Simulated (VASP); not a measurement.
# MoS2 (P-3m1) in VASP: notebook

MoS2 is run at these levels: r2SCAN; tasks: single point.

Everything below comes from runs of VASP 6.6.1. Logs are shortened: lines on timing, memory, paths and dates and some standing lists are left out, and cuts for length are marked.

## Step 1: The cell of the first run

It takes space group P-3m1 (No. 164, trigonal). The conventional cell has a = 3.228 Å, b = 3.228 Å, c = 6.225 Å, α = 90.00°, β = 90.00°, γ = 120.00°. Within 3.2 Å of Mo (site symmetry -3m) lie 6 S at 2.42 Å. S (site symmetry 3m) has 3 Mo at 2.42 Å within 3.2 Å.

## Step 2: Single point, r2SCAN

POSCAR

```
MoS2
1.0
    3.2275098089      0.0000000000      0.0000000000
   -1.6137549044      2.7951054854      0.0000000000
    0.0000000000      0.0000000000      6.2246189447
Mo S
1 2
Direct
    0.0000000000      0.0000000000      0.5000000000
    0.3333333337      0.6666666663      0.2514085826
    0.6666666663      0.3333333337      0.7485914174
```

INCAR.step1

```
ALGO     = Normal         # electronic algorithm
EDIFF    = 1E-4           # SCF threshold, eV
ENCUT    = 520            # plane-wave cutoff, eV
GGA      = PE             # functional
ISMEAR   = -1             # smearing method
LASPH    = True           # aspherical terms in the spheres
LCHARG   = False          # write CHGCAR
LREAL    = False          # projectors in reciprocal space
LWAVE    = True           # write WAVECAR
NBANDS   = 20             # bands
NELM     = 60             # most SCF steps
PREC     = Accurate       # precision mode
SIGMA    = 0.1            # smearing width, eV
```

INCAR.step2

```
ALGO     = Normal         # electronic algorithm
EDIFF    = 1E-6           # SCF threshold, eV
ENCUT    = 520            # plane-wave cutoff, eV
ISIF     = 2              # what is computed and relaxed
ISMEAR   = -1             # smearing method
ISTART   = 1            
LASPH    = True           # aspherical terms in the spheres
LCHARG   = True           # write CHGCAR
LELF     = True           # ELF
LMIXTAU  = True         
LREAL    = False          # projectors in reciprocal space
LVHAR    = True         
LWAVE    = False          # write WAVECAR
METAGGA  = R2SCAN         # meta-GGA
NBANDS   = 20             # bands
NELM     = 60             # most SCF steps
PREC     = Accurate       # precision mode
SIGMA    = 0.1            # smearing width, eV
```

KPOINTS

```
k-points
0
Gamma
  8 8 4
```

Potentials or basis: VASP PAW PBE potentials, release 64 (Mo_sv, S).

Started as:

```console
$ cat potpaw_PBE.64/Mo_sv/POTCAR potpaw_PBE.64/S/POTCAR > POTCAR
$ cp INCAR.step1 INCAR
$ mpirun -np 1 vasp_std > vasp.out
$ cp INCAR.step2 INCAR
$ mpirun -np 1 vasp_std > vasp.out
```

OUTCAR:

```text
EDIFF = 1E-6
   ENCUT = 520
   ISIF = 2
   ISMEAR = -1
   ISTART = 1
   LASPH = True
   LREAL = False
   METAGGA = R2SCAN
   NELM = 60
   PREC = Accurate

 ion  position               nearest neighbor table
   1  0.000  0.000  0.500-   2 2.42   3 2.42   3 2.42   2 2.42   2 2.42   3 2.42
   2  0.333  0.667  0.251-   1 2.42   1 2.42   1 2.42
   3  0.667  0.333  0.749-   1 2.42   1 2.42   1 2.42

  LATTYP: Found a hexagonal cell.
 ALAT       =     3.2275098089
 C/A-ratio  =     1.9286134863

  Lattice vectors:

 A1 = (   3.2275098089,   0.0000000000,   0.0000000000)
 A2 = (  -1.6137549044,   2.7951054854,   0.0000000000)
 A3 = (   0.0000000000,   0.0000000000,   6.2246189447)

Analysis of symmetry for initial positions (statically):
=====================================================================
 Subroutine PRICEL returns:
 Original cell was already a primitive cell.

 Routine SETGRP: Setting up the symmetry group for a
 hexagonal supercell.

 Subroutine GETGRP returns: Found 12 space group operations
 (whereof 12 operations were pure point group operations)
 out of a pool of 24 trial point group operations.

The static configuration has the point symmetry D_3d.

Analysis of symmetry for dynamics (positions and initial velocities):
=====================================================================
 Subroutine PRICEL returns:
 Original cell was already a primitive cell.

 Routine SETGRP: Setting up the symmetry group for a
 hexagonal supercell.

 Subroutine GETGRP returns: Found 12 space group operations
 (whereof 12 operations were pure point group operations)
 out of a pool of 24 trial point group operations.

The dynamic configuration has the point symmetry D_3d.

 Subroutine INISYM returns: Found 12 space group operations
 (whereof 12 operations are pure point group operations),
 and found     1 'primitive' translations

----------------------------------------------------------------------------------------

                                     Primitive cell

  volume of cell :      56.1537

[... 74 lines left out ...]
   total plane-waves  NPLWV =  27648
   dimension x,y,z NGX =    24 NGY =   24 NGZ =   48
   dimension x,y,z NGXF=    48 NGYF=   48 NGZF=   96
   ions per type =               1   2
   NGX,Y,Z   is equivalent  to a cutoff of  12.36, 12.36, 12.82 a.u.
   NGXF,Y,Z  is equivalent  to a cutoff of  24.72, 24.72, 25.64 a.u.
 SYSTEM =  unknown system
   PREC   = accura    normal or accurate (medium, high low for compatibility)
   ISTART =      1    job   : 0-new  1-cont  2-samecut
   ICHARG =      0    charge: 1-file 2-atom 10-const
   ISPIN  =      1    spin polarized calculation?
   LNONCOLLINEAR =      F non collinear calculations
   LSORBIT =      F    spin-orbit coupling
   LASPH  =      T    aspherical Exc in radial PAW
   ENCUT  =  520.0 eV  38.22 Ry    6.18 a.u.   6.00  6.00 11.57*2*pi/ulx,y,z
   NELM   =     60;   NELMIN=  2; NELMDL=  0     # of ELM steps
   EDIFF  = 0.1E-05   stopping-criterion for ELM
   LREAL  =      F    real-space projection
   EDIFFG = 0.1E-04   stopping-criterion for IOM
   NSW    =      0    number of steps for IOM
   IBRION =     -1    ionic relax: 0-MD 1-quasi-New 2-CG
   NFREE  =      0    steps in history (QN), initial steepest desc. (CG)
   ISIF   =      2    stress and relaxation
   ISYM   =      2    0-nonsym 1-usesym 2-fastsym
   POTIM  = 0.5000    time-step for ionic-motion
   TEBEG  =    0.0;   TEEND  =   0.0 temperature during run
   PSTRESS=    0.0 pullay stress
   NELECT =      26.0000    total number of electrons
   NUPDOWN=      -1.0000    fix difference up-down
   EMIN   =  10.00;   EMAX   =-10.00  energy-range for DOS
   EFERMI =   0.00;   METHOD = LEGACY
   ISMEAR =    -1;   SIGMA  =   0.10  broadening in eV -4-tet -1-fermi 0-gaus
   EFERMI_NEDOS =   21; number of points for ismear=-14 and -15
   IALGO  =     38    algorithm
   IMIX   =      4    mixing-type and parameters
     AMIX     =   0.40;   BMIX     =  1.00
     AMIX_MAG =   1.60;   BMIX_MAG =  1.00
  volume/ion in A,a.u.               =      18.72       126.31
  Fermi-wavevector in a.u.,A,eV,Ry     =   1.266504  2.393345 21.824172  1.604031
  Thomas-Fermi vector in A             =   2.399701
   LORBIT       =      0    0 simple, 1 ext, 2 COOP (PROOUT), +10 PAW based schemes
   METAGGA = R2SCAN    functional components
   LHFCALC =     F    Hartree Fock is set to
   AEXX    =    0.0000 exact exchange contribution
   IVDW    =     0    specifies the selected vdW correction
   LEPSILON=     F    determine dielectric tensor
   LRPA    =     F    only Hartree local field effects (RPA)
 non-spin polarized calculation
  energy-cutoff  :      520.00
  volume of cell :       56.15
 maximum number of plane-waves:      1538
   NGX = 13   NGY = 13   NGZ = 23

 number of electron      26.0000000 magnetization

 Free energy of the ion-electron system (eV)
  ---------------------------------------------------
  ext. energy  EPLUGINS =         0.00000000
  ---------------------------------------------------
  free energy    TOTEN  =       -44.17131980 eV

  energy without entropy =      -44.12440505  energy(sigma->0) =      -44.14786243

 E-fermi :   7.0158     XC(G=0): -11.2073

 val. band max:        6.9807236075   @ k =   0.0000   0.0000   0.5000
 cond. band min:       7.0168341201   @ k =   0.3750   0.2500   0.2500
 fundamental gap:      0.0361105126
 Fermi energy:         7.0158046746

 k-point     1 :       0.0000    0.0000    0.0000
  band No.  band energies     occupation
      1     -56.7873      2.00000
      2     -30.0926      2.00000
      3     -30.0554      2.00000
      4     -30.0554      2.00000
      5      -8.5715      2.00000
      6      -7.0258      2.00000
[... 541 lines left out ...]
     19      14.7968      0.00000
     20      16.3688      0.00000

 [... further k-points ...]
[... 5 lines left out ...]
  --------------------------------------------------------------------------------------
  -------------------------------------------------------------------------------------
  Total        0.0142817      0.0142817      0.0026165      0.0000000     -0.0000000     -0.0000000
  in kB        0.4074846      0.4074846      0.0746536      0.0000000     -0.0000000     -0.0000000
  external PRESSURE =       0.2965409 kB  Pullay stress =       0.0000000 kB

 VOLUME and BASIS-vectors are now :
 -----------------------------------------------------------------------------
  energy-cutoff  :      520.00
  volume of cell :       56.15
      direct lattice vectors                 reciprocal lattice vectors
     3.227509809  0.000000000  0.000000000     0.309836394  0.178884125  0.000000000
    -1.613754904  2.795105485  0.000000000     0.000000000  0.357768251  0.000000000
     0.000000000  0.000000000  6.224618945     0.000000000  0.000000000  0.160652404

 POSITION                                       TOTAL-FORCE (eV/Angst)
 -----------------------------------------------------------------------------------
      0.00000      0.00000      3.11231        -0.000000      0.000000     -0.000000
      0.00000      1.86340      1.56492        -0.000000      0.000000     -0.007533
      1.61375      0.93170      4.65970         0.000000     -0.000000      0.007533
 -----------------------------------------------------------------------------------
    total drift:                                0.000000      0.000000      0.000000

  FREE ENERGIE OF THE ION-ELECTRON SYSTEM (eV)
  ---------------------------------------------------
  free  energy   TOTEN  =       -44.1713198027 eV

  energy  without entropy=      -44.1244050480  energy(sigma->0) =      -44.14786243
```

Run time: 2.8 min. Hardware: 1 thread of Intel Xeon 8259CL, shared host; peak memory 0.19 GiB.

Results:

```
Free energy            : -44.1713 eV
Pressure               : 0.0 GPa
Largest force          : 0.008 eV/Å
Band gap on the k mesh : zero (band 13 reaches 7.23 eV, above the bottom of band 14 at 6.51 eV)
```

Forces on the atoms (eV/Å):
```
Mo   0.000  0.000  0.000
S    0.000  0.000 -0.008
S    0.000  0.000  0.008
```

Caveat: the PAW data sets were made with another functional, which shifts forces and pressure a little.

(Continued in part 2 of 2.)
